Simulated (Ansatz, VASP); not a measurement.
## GaAs: VASP beside Ansatz

INCAR

```
SYSTEM = GaAs
PREC = Accurate
ENCUT = 500
EDIFF = 1E-6
ISMEAR = 0
SIGMA = 0.02
LREAL = .FALSE.
LASPH = .TRUE.
NELM = 120
ALGO = Normal
ISIF = 2
LWAVE = .FALSE.
LCHARG = .FALSE.
GGA = PE
NBANDS = 16
GGA_COMPAT = .FALSE.
```

File KPOINTS:

```
regular mesh
0
G
  12 12 12
  0 0 0
```

File POSCAR:

```
GaAs
1.0
    0.0000000000      2.7837871030      2.7837871030
    2.7837871030      0.0000000000      2.7837871030
    2.7837871030      2.7837871030      0.0000000000
Ga As
1 1
Direct
    0.0000000000      0.0000000000      0.0000000000
    0.2500000000      0.2500000000      0.2500000000
```

Input for Ansatz:

```yaml
crystal:
  lattice:
    - [0.0, 2.783787103, 2.783787103]
    - [2.783787103, 0.0, 2.783787103]
    - [2.783787103, 2.783787103, 0.0]
  atoms:
    - { symbol: Ga, position: [0.0, 0.0, 0.0] }
    - { symbol: As, position: [0.25, 0.25, 0.25] }
basis:
  ecutwfc: 420
kpoints:
  mp_grid: { grid: [12, 12, 12] }
hamiltonian:
  xc: pbe
scf:
  occupations: { method: gaussian, width: 0.02 }
  mixing: { beta: 0.2 }
  n_extra_bands: 16
output:
  forces: true
  stress: true
  eigenvalues: true
```

Alike in both runs: task single point; functional PBE; k mesh 12 × 12 × 12; occupations gaussian, width 0.02 eV; no spin polarisation.

```csv
,VASP,Ansatz
version,VASP 6.6.1,Ansatz 0.2.0
potentials or method,"VASP PAW PBE potentials, release 64 (Ga_d, As), cutoff 500 eV","scalar-relativistic, plane waves, PAW"
valence electrons in the cell,18,28
```

Ansatz gave:

```
gap on the k mesh at the Fermi level (eV) : 0.87
least direct gap on the mesh (eV)         : 0.87
pressure (GPa)                            : 7.2
```

**Question.** Which values does VASP return?

**Answer.** gap on the k mesh at the Fermi level (eV): 0.87; least direct gap on the mesh (eV): 0.87; pressure (GPa): 7.4.

VASP's potentials hold 18 valence electrons a cell and Ansatz's 28, so a difference there can come from the potentials and not from the codes.
